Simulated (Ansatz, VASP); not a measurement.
## Two plane-wave programs on Cr

The input INCAR:

```
PREC = Accurate ; ENCUT = 600
EDIFF = 1E-7 ; ISMEAR = 0
SIGMA = 0.1 ; LREAL = F
LASPH = T ; NELM = 60
ALGO = Normal ; ISIF = 3
LWAVE = F ; LCHARG = F
GGA = PE ; IBRION = 2
NSW = 100 ; EDIFFG = -0.01
```

File KPOINTS:

```
Automatic mesh
0
Gamma
  24 24 24
```

File POSCAR:

```
Cr
1.0
    2.3456889416      0.0000000000      0.0000000000
    0.0000000000      2.3456889416      0.0000000000
    0.0000000000      0.0000000000      2.3456889416
Cr
1
Direct
    0.0000000000      0.0000000000      0.0000000000
```

Input for Ansatz:

```yaml
crystal:
  lattice:
    - [2.3456889416, 0.0, 0.0]
    - [0.0, 2.3456889416, 0.0]
    - [0.0, 0.0, 2.3456889416]
  atoms:
    - { symbol: Cr, position: [0.0, 0.0, 0.0] }
basis:
  ecutwfc: 420
kpoints:
  mp_grid: { grid: [24, 24, 24] }
hamiltonian:
  xc: pbe
scf:
  occupations: { method: gaussian, width: 0.1 }
output:
  forces: true
  stress: true
  eigenvalues: true
relax:
  adjacent_minimum: "off"
  f_tol: 0.01
  max_steps: 80
  cell: { stress_tol: 0.05 }
```

Alike in both runs: task relaxation of cell and atoms; functional PBE; k mesh 24 × 24 × 24; occupations gaussian, width 0.1 eV; no spin polarisation.

|  | VASP | Ansatz |
| --- | --- | --- |
| version | VASP 6.6.1 | Ansatz 0.2.0 |
| potentials or method | VASP PAW PBE potentials, release 64 (Cr_pv), cutoff 600 eV | scalar-relativistic, plane waves, PAW |
| valence electrons in the cell | 12 | 14 |

|  | VASP | Ansatz | Ansatz less VASP |
| --- | --- | --- | --- |
| gap on the k mesh at the Fermi level, each at its own relaxed structure (eV) | none | none | - |
| relaxed volume (Å³/atom) | 12.79 | 12.81 | +0.015 |
| relaxed length of the cell vector where the two differ most in proportion (Å) | 2.339 | 2.340 | +0.0009 |

A gap of «none» marks a metal or a gap that the smearing closes. VASP's potentials hold 12 valence electrons a cell and Ansatz's 14, so a difference there can come from the potentials and not from the codes.
